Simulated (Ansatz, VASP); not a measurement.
Two plane-wave programs on CdSe

The input INCAR:

```
SYSTEM = CdSe
ALGO = Normal
EDIFF = 1E-7
ENCUT = 520
GGA = PE
ISIF = 2
ISMEAR = 0
LASPH = .TRUE.
LCHARG = .FALSE.
LREAL = .FALSE.
LWAVE = .FALSE.
NBANDS = 26
NELM = 80
PREC = Accurate
SIGMA = 0.05
```

Contents of KPOINTS:

```
k-points
0
G
  6 6 4
  0 0 0
```

POSCAR

```
CdSe
1.0
    4.2984999142     -0.0429849991      0.0000000000
   -2.1864760583      3.7441026235      0.0000000000
    0.0000000000      0.0000000000      7.0152000000
Cd Se
2 2
Direct
    0.6666666667      0.3333333333      0.0000000000
    0.3333333333      0.6666666667      0.5000000000
    0.6666666667      0.3333333333      0.3750000000
    0.3333333333      0.6666666667      0.8750000000
```

Input for Ansatz:

```yaml
crystal:
  lattice:
    - [4.2984999142, -0.0429849991, 0.0]
    - [-2.1864760583, 3.7441026235, 0.0]
    - [0.0, 0.0, 7.0152]
  atoms:
    - { symbol: Cd, position: [0.6666666667, 0.3333333333, 0.0] }
    - { symbol: Cd, position: [0.3333333333, 0.6666666667, 0.5] }
    - { symbol: Se, position: [0.6666666667, 0.3333333333, 0.375] }
    - { symbol: Se, position: [0.3333333333, 0.6666666667, 0.875] }
basis:
  ecutwfc: 420
kpoints:
  mp_grid: { grid: [6, 6, 4] }
hamiltonian:
  xc: pbe
scf:
  occupations: { method: gaussian, width: 0.05 }
output:
  forces: true
  stress: true
  eigenvalues: true
```

Change from the starting cell: strain -0.0200 x Voigt [0, 0, 0, 0, 0, 1], atoms carried along.

Alike in both runs: task single point; functional PBE; k mesh 6 × 6 × 4; occupations gaussian, width 0.05 eV; no spin polarisation.

```csv
,VASP,Ansatz
version,VASP 6.6.1,Ansatz 0.2.0
potentials or method,"VASP PAW PBE potentials, release 64 (Cd, Se), cutoff 520 eV","scalar-relativistic, plane waves, PAW"
valence electrons in the cell,36,72
```

Ansatz gave:

| Quantity | Value |
| --- | --- |
| gap on the k mesh at the Fermi level (eV) | 0.64 |
| least direct gap on the mesh (eV) | 0.64 |
| pressure (GPa) | 3.0 |
| traceless stress, the component that is largest in VASP (GPa) | 0.71 |
| rms of the force components (eV/Å) | 0.074 |

**Question.** What did VASP give for the same quantities?

**Answer.** gap on the k mesh at the Fermi level (eV): 0.64; least direct gap on the mesh (eV): 0.64; pressure (GPa): 3.3; traceless stress, the component that is largest in VASP (GPa): 0.72; rms of the force components (eV/Å): 0.077.

Atom by atom the forces differ by 0.003 eV/Å (rms over components). VASP's potentials hold 36 valence electrons a cell and Ansatz's 72, so a difference there can come from the potentials and not from the codes.
